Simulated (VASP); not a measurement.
A run of VASP 6.6.1 is set up as follows.

INCAR

```
SYSTEM = GeB16N15
  PREC = Accurate
  ENCUT = 520
  EDIFF = 1E-6
  ISMEAR = -1
  SIGMA = 0.01
  LREAL = Auto
  LASPH = .True.
  NELM = 120
  ALGO = Normal
  ISIF = 2
  LWAVE = .False.
  LCHARG = .True.
  GGA = PE
  LELF = .True.
  LVHAR = .True.
  NBANDS = 90
  NELECT = 136.0
  GGA_COMPAT = .False.
```

File KPOINTS:

```
Automatic mesh
0
Gamma
  1 1 1
  0.25 0.25 0.25
```

File POSCAR:

```
GeB16N15
1.0
   -3.6241103844      3.6241103844     -3.6241103844
    3.6241103844      3.6241103844      3.6241103844
    3.6241103844     -3.6241103844     -3.6241103844
B N Ge
16 15 1
Direct
    0.0048388506      0.0080765365     -0.0008746048
   -0.0038607564      0.2510553237      0.7530013324
   -0.0038460987      0.5033615013      0.5007394955
    0.0048710905      0.7494840261      0.2577058612
    0.2478839384     -0.0074849935      0.7437737152
    0.1888262440      0.2511442891      0.5007694495
    0.2478351334      0.4941265677      0.2421264769
    0.2553302837      0.7531057005      0.0027884687
    0.4909603436     -0.0472482220      0.5007237254
    0.4908731910      0.2510927756      0.2023905138
    0.5064416752      0.5096902456      0.0023619926
    0.5064348545      0.7527265736      0.7593439226
    0.7438925021     -0.0012082215      0.2484768391
    0.7533000286      0.2510723360     -0.0013031055
    0.7892018820      0.5494799843      0.7991139989
    0.7533345853      0.7490613051      0.5007347273
    0.0040361659      0.0024228970      0.2520779463
    0.0022659520      0.2510838478     -0.0009333142
    0.0105331675      0.5061501750      0.7558077008
    0.0023015879      0.7494473171      0.5007459893
    0.2444097055     -0.0046644544     -0.0161330830
    0.2526443481      0.2510901720      0.7494277356
    0.2525918109      0.4998244609      0.5007482448
    0.2443875613      0.7341568248      0.2449174400
    0.5001917820     -0.0100098007      0.7565452422
    0.5001743485      0.5068781810      0.2396370460
    0.5039368010      0.7527510125      0.0024177771
    0.7555432158     -0.0040837795      0.5007383876
    0.7555007818      0.2510864236      0.2456349964
    0.7612817449      0.5122174241      0.0176187847
    0.7612716484      0.7679676968      0.7618442385
    0.5188411740      0.2510535573      0.5007360584
```

Potentials or basis: VASP PAW PBE potentials, release 64 (B, N, Ge_d).

Command:

```sh
$ cat potpaw_PBE.64/B/POTCAR potpaw_PBE.64/N/POTCAR potpaw_PBE.64/Ge_d/POTCAR > POTCAR
$ mpirun -np 1 vasp_std > vasp.out
```

Estimate the largest force.

0.058 eV/Å.

Forces on the atoms (eV/Å):
```
B    0.012 -0.003 -0.021
B   -0.005  0.004 -0.003
B   -0.003  0.007 -0.001
B    0.016  0.015  0.002
B    0.003  0.019  0.014
B   -0.009  0.011 -0.005
B    0.002 -0.016 -0.027
B    0.005  0.006  0.001
B    0.026  0.032  0.024
B    0.026 -0.025 -0.040
B   -0.022 -0.004  0.011
B   -0.023 -0.013  0.003
B   -0.002  0.007 -0.004
B   -0.002  0.005  0.006
B   -0.043 -0.029  0.025
B   -0.007 -0.009 -0.006
N   -0.030 -0.014  0.018
N    0.004 -0.004  0.007
N    0.004  0.004 -0.004
N    0.001 -0.010  0.004
N   -0.004 -0.021 -0.006
N    0.016 -0.012 -0.032
N    0.011  0.031  0.012
N    0.009  0.013  0.016
N    0.013  0.012  0.005
N    0.016 -0.002 -0.009
N    0.006 -0.003  0.006
N    0.002  0.000  0.002
N   -0.002  0.001  0.002
N   -0.006 -0.020 -0.004
N   -0.005  0.002  0.018
Ge  -0.011  0.015 -0.011
```

Caveat: the k points lie up to 1.23 Å⁻¹ apart, too coarse for converged energies, forces and pressures; the cell carries a net charge on a neutralising background, which shifts energy and pressure.
